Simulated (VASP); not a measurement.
Write the native input for VASP 6.6.1 that does the following.

* Task: single point
* Functional: LDA
* Potentials or basis: VASP PAW LDA potentials, release 64 (Ga_d, Co)
* Cutoff: 520 eV
* k mesh: 11 × 11 × 11
* Occupations: fermi-dirac, width 0.08 eV
* Spin: no spin polarisation
* Dipole correction: no
* Further INCAR settings: ALGO = Normal; EDIFF = 1e-06; NBANDS = 18

The structure of GaCo lies in POSCAR:

```
GaCo
1.0
    2.5057559375      0.0000000000      0.0000000000
    0.0000000000      2.5057559375      0.0000000000
    0.0000000000      0.0000000000      2.5057559375
Ga Co
1 1
Direct
    0.5000000000      0.5000000000      0.5000000000
    0.0000000000      0.0000000000      0.0000000000
```

This cell differs from its parent crystal: volume scaled by 0.66.

These files were run (other wordings do the same):

INCAR

```
  ALGO = Normal
  EDIFF = 1E-6
  ENCUT = 520
  ISIF = 2
  ISMEAR = -1
  LASPH = T
  LCHARG = F
  LREAL = F
  LWAVE = F
  NBANDS = 18
  NELM = 80
  PREC = Accurate
  SIGMA = 0.08
```

KPOINTS

```
k-points
0
Gamma
  11 11 11
```

Potentials or basis: VASP PAW LDA potentials, release 64 (Ga_d, Co).

Launch:

```bash
$ cat potpaw_LDA.64/Ga_d/POTCAR potpaw_LDA.64/Co/POTCAR > POTCAR
$ mpirun -np 1 vasp_std > vasp.out
```

Results of the run:

```json
{
 "Pressure": "170.7 GPa",
 "Band gap on the k mesh": "zero (band 11 reaches 19.96 eV, above the bottom of band 12 at 16.22 eV)"
}
```

Run time: 5.6 s on 1 thread of Intel(R) Xeon(R) 6975P-C (Granite Rapids), with other jobs on the host, peak memory 0.13 GiB.
